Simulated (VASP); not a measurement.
A run of VASP 6.6.1 is set up as follows.

Contents of INCAR:

```
SYSTEM = Ga3AsN2
PREC = Accurate
ENCUT = 520
EDIFF = 1E-7
ISMEAR = 0
SIGMA = 0.1
LREAL = .FALSE.
LASPH = .TRUE.
NELM = 100
ALGO = Normal
ISIF = 2
LWAVE = .FALSE.
LCHARG = .TRUE.
GGA = PE
LELF = .TRUE.
LVHAR = .TRUE.
NBANDS = 36
```

KPOINTS

```
Automatic mesh
0
G
  6 6 2
  0 0 0
```

The input POSCAR:

```
Ga3AsN2
1.0
    3.4614926653      0.0000000028      0.0000000000
   -1.7307463351      2.9977405818      0.0000000000
    0.0000000000      0.0000000000      8.8457617691
Ga As N
3 1 2
Direct
    0.0000000000      0.0000000000      0.0495255044
    0.3333333333      0.6666666667      0.6239338197
    0.6666666667      0.3333333333      0.3362072727
    0.3333333333      0.6666666667      0.9087598308
    0.6666666667      0.3333333333      0.5609670495
    0.0000000000      0.0000000000      0.2706065229
```

Potentials or basis: VASP PAW PBE potentials, release 64 (Ga_d, As, N).

The run is started by

```console
$ cat potpaw_PBE.64/Ga_d/POTCAR potpaw_PBE.64/As/POTCAR potpaw_PBE.64/N/POTCAR > POTCAR
$ mpirun -np 1 vasp_std > vasp.out
```

(1) Predict the pressure.

(2) What does it give for the band gap on the k mesh?

Answers

(1) 0.1 GPa.

(2) zero (bands 27 and 28 overlap by 0.38 eV).

Caveat: semilocal functionals underestimate gaps, so a narrow gap can read as zero.
